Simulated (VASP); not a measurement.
# Fe (Im-3m) in VASP: notebook

Fe is run at these levels: PBE; tasks: single point.

Program: VASP 6.6.1. These are calculated values, not measurements. Logs are shortened: lines on timing, memory, paths and dates and some standing lists are left out, and cuts for length are marked.

## Step 1: The cell of the first run

The structure is cubic, space group Im-3m (No. 229). The conventional cell has a = 2.831 Å, b = 2.831 Å, c = 2.831 Å, α = 90.00°, β = 90.00°, γ = 90.00°. Fe (site symmetry m-3m) has 14 Fe at 2.45 to 2.83 Å within 3.2 Å.

## Step 2: Single point, PBE, collinear spin, ferromagnetic start

INCAR

```
  PREC = Accurate
  ENCUT = 520
  EDIFF = 1E-6
  ISMEAR = -1
  SIGMA = 0.1
  LREAL = False
  LASPH = True
  NELM = 150
  ALGO = Normal
  ISIF = 2
  LWAVE = False
  LCHARG = True
  ISPIN = 2
  MAGMOM = 2.5 2.5 2.5
  LORBIT = 11
  LMAXMIX = 4
  GGA = PE
  LELF = True
  LVHAR = True
  NBANDS = 23
```

KPOINTS

```
regular mesh
0
Gamma
  11 11 15
```

POSCAR

```
Fe
1.0
    0.0000000000      2.8313533350     -2.8313533350
   -2.8313533350      0.0000000000      2.8313533350
    1.4156766675      1.4156766675      1.4156766675
Fe
3
Direct
    0.0000000000      0.0000000000      0.0000000000
    0.3333333330      0.6666666670      0.3333333330
    0.6666666670      0.3333333330      0.6666666670
```

Potentials or basis: VASP PAW PBE potentials, release 64 (Fe).

Run with:

```console
$ cat potpaw_PBE.64/Fe/POTCAR > POTCAR
$ mpirun -np 1 vasp_std > vasp.out
```

OUTCAR:

```text
PREC = Accurate
   ENCUT = 520
   EDIFF = 1E-6
   ISMEAR = -1
   LREAL = False
   LASPH = True
   NELM = 150
   ISIF = 2
   ISPIN = 2
   LORBIT = 11
   GGA = PE

 ion  position               nearest neighbor table
   1  0.000  0.000  0.000-   2 2.45   3 2.45   3 2.45   2 2.45   3 2.45   2 2.45   3 2.83   2 2.83
                             3 2.83   3 2.83   2 2.83   2 2.83
   2  0.333  0.667  0.333-   1 2.45   3 2.45   3 2.45   1 2.45   1 2.45   3 2.45   3 2.83   3 2.83
                             1 2.83   1 2.83   1 2.83   3 2.83
   3  0.667  0.333  0.667-   1 2.45   2 2.45   2 2.45   1 2.45   1 2.45   2 2.45   2 2.83   2 2.83
                             1 2.83   1 2.83   1 2.83   2 2.83

  LATTYP: Found a hexagonal cell.
 ALAT       =     4.0041382862
 C/A-ratio  =     0.6123724357

  Lattice vectors:

 A1 = (   0.0000000000,   2.8313533350,  -2.8313533350)
 A2 = (  -2.8313533350,   0.0000000000,   2.8313533350)
 A3 = (   1.4156766675,   1.4156766675,   1.4156766675)

Analysis of symmetry for initial positions (statically):
=====================================================================
 Subroutine PRICEL returns following result:

  LATTYP: Found a body centered cubic cell.
 ALAT       =     2.8313533331
[... 12 lines left out ...]
 Subroutine GETGRP returns: Found 12 space group operations
 (whereof 12 operations were pure point group operations)
 out of a pool of 24 trial point group operations.

The static configuration has the point symmetry D_3d.

Analysis of symmetry for dynamics (positions and initial velocities):
=====================================================================
 Subroutine PRICEL returns following result:

  LATTYP: Found a body centered cubic cell.
 ALAT       =     2.8313533331
[... 12 lines left out ...]
 Subroutine GETGRP returns: Found 12 space group operations
 (whereof 12 operations were pure point group operations)
 out of a pool of 24 trial point group operations.

The dynamic configuration has the point symmetry D_3d.

Analysis of structural, dynamic, and magnetic symmetry:
=====================================================================
 Subroutine PRICEL returns following result:

  LATTYP: Found a body centered cubic cell.
 ALAT       =     2.8313533331
[... 12 lines left out ...]
 Subroutine GETGRP returns: Found 12 space group operations
 (whereof 12 operations were pure point group operations)
 out of a pool of 24 trial point group operations.

The overall configuration has the point symmetry D_3d.

 Subroutine INISYM returns: Found 12 space group operations
 (whereof 12 operations are pure point group operations),
 and found     3 'primitive' translations

----------------------------------------------------------------------------------------

                                     Primitive cell

  volume of cell :      11.3489

  direct lattice vectors                    reciprocal lattice vectors
    -1.415676670  1.415676665 -1.415676665    -0.353187992  0.353187992  0.000000000
    -1.415676666 -1.415676666  1.415676666    -0.353187992 -0.000000001  0.353187993
     1.415676668  1.415676668  1.415676668     0.000000000  0.353187992  0.353187992

  length of vectors
     2.452023914  2.452023913  2.452023915     0.499483249  0.499483249  0.499483249

  position of ions in fractional coordinates (direct lattice)
     0.000000000  0.000000000  0.000000000

  ion indices of the primitive-cell ions
   primitive index   ion index
                 1           1

----------------------------------------------------------------------------------------

 KPOINTS: regular mesh

Automatic generation of k-mesh.
 Grid dimensions read from file:
 generate k-points for:   11   11   15

 Generating k-lattice:

  Cartesian coordinates                     Fractional coordinates (reciprocal lattice)
    -0.010702666  0.021405333 -0.010702666     0.090909091  0.000000000  0.000000000
    -0.021405333  0.010702666  0.010702666     0.000000000  0.090909091  0.000000000
     0.015697244  0.015697244  0.015697244     0.000000000  0.000000000  0.066666667

  Length of vectors
     0.026216072  0.026216072  0.027188424

  Shift w.r.t. Gamma in fractional coordinates (k-lattice)
     0.000000000  0.000000000  0.000000000

 Subroutine IBZKPT returns following result:
 ===========================================

 Found    198 irreducible k-points:

 Following reciprocal coordinates:
            Coordinates               Weight
  0.000000  0.000000  0.000000      1.000000
  0.090909  0.000000  0.000000      6.000000
  0.181818  0.000000  0.000000      6.000000
  0.272727  0.000000  0.000000      6.000000
  0.363636  0.000000  0.000000      6.000000
  0.454545  0.000000  0.000000      6.000000
[... 16 lines left out ...]
  0.000000  0.272727  0.066667      6.000000
  0.363636  0.000000  0.066667      6.000000
 [... further k-points ...]
   k-points           NKPTS =    198   k-points in BZ     NKDIM =    198   number of bands    NBANDS=     23
   number of dos      NEDOS =    301   number of ions     NIONS =      3
   total plane-waves  NPLWV =  16200
   dimension x,y,z NGX =    30 NGY =   30 NGZ =   18
   dimension x,y,z NGXF=    60 NGYF=   60 NGZF=   36
   ions per type =               3
   NGX,Y,Z   is equivalent  to a cutoff of  12.46, 12.46, 12.20 a.u.
   NGXF,Y,Z  is equivalent  to a cutoff of  24.91, 24.91, 24.41 a.u.
 SYSTEM =  unknown system
   PREC   = accura    normal or accurate (medium, high low for compatibility)
   ISTART =      0    job   : 0-new  1-cont  2-samecut
   ICHARG =      2    charge: 1-file 2-atom 10-const
   ISPIN  =      2    spin polarized calculation?
   LNONCOLLINEAR =      F non collinear calculations
   LSORBIT =      F    spin-orbit coupling
   LASPH  =      T    aspherical Exc in radial PAW
   ENCUT  =  520.0 eV  38.22 Ry    6.18 a.u.   7.45  7.45  4.56*2*pi/ulx,y,z
   NELM   =    150;   NELMIN=  2; NELMDL= -5     # of ELM steps
   EDIFF  = 0.1E-05   stopping-criterion for ELM
   LREAL  =      F    real-space projection
   EDIFFG = 0.1E-04   stopping-criterion for IOM
   NSW    =      0    number of steps for IOM
   IBRION =     -1    ionic relax: 0-MD 1-quasi-New 2-CG
   NFREE  =      0    steps in history (QN), initial steepest desc. (CG)
   ISIF   =      2    stress and relaxation
   ISYM   =      2    0-nonsym 1-usesym 2-fastsym
   POTIM  = 0.5000    time-step for ionic-motion
   TEBEG  =    0.0;   TEEND  =   0.0 temperature during run
   PSTRESS=    0.0 pullay stress
   NELECT =      24.0000    total number of electrons
   NUPDOWN=      -1.0000    fix difference up-down
   EMIN   =  10.00;   EMAX   =-10.00  energy-range for DOS
   EFERMI =   0.00;   METHOD = LEGACY
   ISMEAR =    -1;   SIGMA  =   0.10  broadening in eV -4-tet -1-fermi 0-gaus
   EFERMI_NEDOS =   21; number of points for ismear=-14 and -15
   IALGO  =     38    algorithm
   IMIX   =      4    mixing-type and parameters
     AMIX     =   0.40;   BMIX     =  1.00
     AMIX_MAG =   1.60;   BMIX_MAG =  1.00
  volume/ion in A,a.u.               =      11.35        76.59
  Fermi-wavevector in a.u.,A,eV,Ry     =   1.456982  2.753296 28.882387  2.122796
  Thomas-Fermi vector in A             =   2.573836
   LORBIT       =     11    0 simple, 1 ext, 2 COOP (PROOUT), +10 PAW based schemes
   GGA     = PE    functional components
   LHFCALC =     F    Hartree Fock is set to
   AEXX    =    0.0000 exact exchange contribution
   IVDW    =     0    specifies the selected vdW correction
   LEPSILON=     F    determine dielectric tensor
   LRPA    =     F    only Hartree local field effects (RPA)
 spin polarized calculation
  energy-cutoff  :      520.00
  volume of cell :       34.05
 maximum number of plane-waves:       939
 NGX is ok and might be reduce to    30
   NGX = 15   NGY = 15   NGZ =  9

 number of electron      23.9999985 magnetization       6.5469882

 Free energy of the ion-electron system (eV)
  ---------------------------------------------------
  ext. energy  EPLUGINS =         0.00000000
  ---------------------------------------------------
  free energy    TOTEN  =       -24.77634823 eV

  energy without entropy =      -24.68315792  energy(sigma->0) =      -24.72975307

 E-fermi :   5.8480     XC(G=0): -13.1228

 val. band max:        5.8478167059   @ k =   0.3636   0.2727   0.0667
 cond. band min:       5.8487087853   @ k =   0.3636   0.1818   0.0667
 fundamental gap:      0.0008920794
 Fermi energy:         5.8479502751

 spin component 1

 k-point     1 :       0.0000    0.0000    0.0000
  band No.  band energies     occupation
      1      -2.6043      1.00000
      2       2.1556      1.00000
      3       2.1556      1.00000
      4       2.7278      1.00000
      5       2.7278      1.00000
      6       2.7278      1.00000
[... 613 lines left out ...]
     22      22.8709      0.00000
     23      23.7748      0.00000

 [... further k-points ...]

 spin component 2

 k-point     1 :       0.0000    0.0000    0.0000
  band No.  band energies     occupation
      1      -2.4372      1.00000
      2       3.6691      1.00000
      3       3.6691      1.00000
      4       4.2226      1.00000
      5       4.2226      1.00000
      6       4.2227      1.00000
[... 613 lines left out ...]
     22      23.2758      0.00000
     23      24.3699      0.00000

 [... further k-points ...]

------------------------ aborting loop because EDIFF is reached ----------------------------------------

  FORCE on cell =-STRESS in cart. coord.  units (eV):
  Direction    XX          YY          ZZ          XY          YZ          ZX
  --------------------------------------------------------------------------------------
  -------------------------------------------------------------------------------------
  Total        0.0068878      0.0068878      0.0068878     -0.0034100     -0.0034100     -0.0034100
  in kB        0.3241276      0.3241276      0.3241276     -0.1604703     -0.1604703     -0.1604703
  external PRESSURE =       0.3241276 kB  Pullay stress =       0.0000000 kB

 VOLUME and BASIS-vectors are now :
 -----------------------------------------------------------------------------
  energy-cutoff  :      520.00
  volume of cell :       34.05
      direct lattice vectors                 reciprocal lattice vectors
     0.000000000  2.831353335 -2.831353335    -0.117729331  0.235458662 -0.117729331
    -2.831353335  0.000000000  2.831353335    -0.235458662  0.117729331  0.117729331
     1.415676668  1.415676668  1.415676668     0.235458662  0.235458662  0.235458662

 POSITION                                       TOTAL-FORCE (eV/Angst)
 -----------------------------------------------------------------------------------
      0.00000      0.00000      0.00000         0.000000      0.000000      0.000000
     -1.41568      1.41568      1.41568         0.000000     -0.000000     -0.000000
      0.00000      2.83135     -0.00000        -0.000000     -0.000000     -0.000000
 -----------------------------------------------------------------------------------
    total drift:                                0.000000     -0.000000     -0.000000

  FREE ENERGIE OF THE ION-ELECTRON SYSTEM (eV)
  ---------------------------------------------------
  free  energy   TOTEN  =       -24.7763482251 eV

  energy  without entropy=      -24.6831579221  energy(sigma->0) =      -24.72975307

 total charge

# of ion       s       p       d       tot
------------------------------------------
    1        0.488   0.542   6.241   7.270
    2        0.488   0.542   6.241   7.270
    3        0.488   0.542   6.241   7.270
--------------------------------------------------
tot          1.463   1.625  18.723  21.811

 magnetization (x)

# of ion       s       p       d       tot
------------------------------------------
    1       -0.013  -0.055   2.248   2.179
    2       -0.013  -0.055   2.248   2.179
    3       -0.013  -0.055   2.248   2.179
--------------------------------------------------
tot         -0.039  -0.165   6.743   6.538
```

Wall time 4 min (1 thread of Intel Xeon 8259CL, shared host); peak memory 0.32 GiB.

What came out:

```yaml
Free_energy: -24.7763 eV
Pressure: 0.0 GPa
Net_moment: 6.55 μB per cell
Site_moments: Fe +2.18 μB
Valence_electrons_inside_the_program's_atomic_spheres: Fe 7.27
```

Levels at points of the mesh, in eV from the Fermi level:
Spin up:
```
           k point  band 11  band 12  band 13  band 14  band 15  band 16  band 17  band 18  band 19  band 20
(0.00, 0.00, 0.00)    -1.10    -1.10    -0.80    -0.80    -0.80    -0.80     6.79     6.79     6.79     6.79
```
Spin down:
| k point | band 7 | band 8 | band 9 | band 10 | band 11 | band 12 |
| --- | --- | --- | --- | --- | --- | --- |
| (0.00, 0.00, 0.00) | -1.63 | -0.41 | -0.41 | -0.41 | 1.64 | 1.64 |

## Step 3: Single point, PBE, collinear spin, ferromagnetic start

INCAR

```
SYSTEM = Fe
  PREC = Accurate
  ENCUT = 520
  EDIFF = 1E-7
  ISMEAR = -1
  SIGMA = 0.1
  LREAL = .False.
  LASPH = .True.
  NELM = 150
  ALGO = Normal
  ISIF = 2
  LWAVE = .False.
  LCHARG = .True.
  ISPIN = 2
  MAGMOM = 2.5 2.5 2.5
  LORBIT = 11
  LMAXMIX = 4
  GGA = PE
  LELF = .True.
  LVHAR = .True.
  NBANDS = 23
```

KPOINTS

```
regular mesh
0
Gamma
  11 11 15
  0 0 0
```

POSCAR is that of step 2.

Potentials or basis: VASP PAW PBE potentials, release 64 (Fe).

Run with:

```console
$ cat potpaw_PBE.64/Fe/POTCAR > POTCAR
$ mpirun -np 1 vasp_std > vasp.out
```

Wall time 4.3 min (1 thread of Intel Xeon 8259CL, shared host); peak memory 0.32 GiB.

It converged, with:

| Quantity | Value |
| --- | --- |
| Free energy | -24.7763 eV |
| Pressure | 0.1 GPa |
| Net moment | 6.55 μB per cell |
| Site moments | Fe +2.18 μB |
| Valence electrons inside the program's atomic spheres | Fe 7.27 |

Levels at points of the mesh, in eV from the Fermi level:
Spin up:
```tsv
k point	band 12	band 13	band 14	band 15	band 16	band 17	band 18	band 19
(0.00, 0.00, 0.00)	-1.10	-0.80	-0.80	-0.80	-0.80	6.79	6.79	6.79
```
Spin down:
```
           k point  band 7  band 8  band 9  band 10  band 11  band 12
(0.00, 0.00, 0.00)   -1.63   -0.41   -0.41    -0.41     1.64     1.64
```
